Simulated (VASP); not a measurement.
A run of VASP 6.6.1:

The input INCAR:

```
SYSTEM = Ta
  PREC = Accurate
  ENCUT = 520
  EDIFF = 1E-6
  ISMEAR = 0
  SIGMA = 0.15
  LREAL = .FALSE.
  LASPH = .TRUE.
  NELM = 60
  ALGO = Fast
  ISIF = 2
  LWAVE = .FALSE.
  LCHARG = .TRUE.
  GGA = PE
  LELF = .TRUE.
  LVHAR = .TRUE.
  NBANDS = 12
```

KPOINTS

```
regular mesh
0
G
  18 18 18
  0 0 0
```

Contents of POSCAR:

```
Ta
1.0
   -1.7051193670      1.6594835689      1.8461754704
    1.7051193670     -1.6594835689      1.8461754704
    1.7051193670      1.6594835689     -1.8461754704
Ta
1
Direct
    0.0000000000      0.0000000000      0.0000000000
```

Potentials or basis: VASP PAW PBE potentials, release 64 (Ta_pv).

Command:

```console
$ cat potpaw_PBE.64/Ta_pv/POTCAR > POTCAR
$ mpirun -np 1 vasp_std > vasp.out
```

Hardware: 1 thread of Intel(R) Xeon(R) 6975P-C (Granite Rapids), on a shared host.

Question: How long does it take, and how much memory?

Answer: It took 60 s on 1 thread of Intel(R) Xeon(R) 6975P-C (Granite Rapids) (shared host), peak memory 0.31 GiB. Counts: scf iterations 13, k points 865.
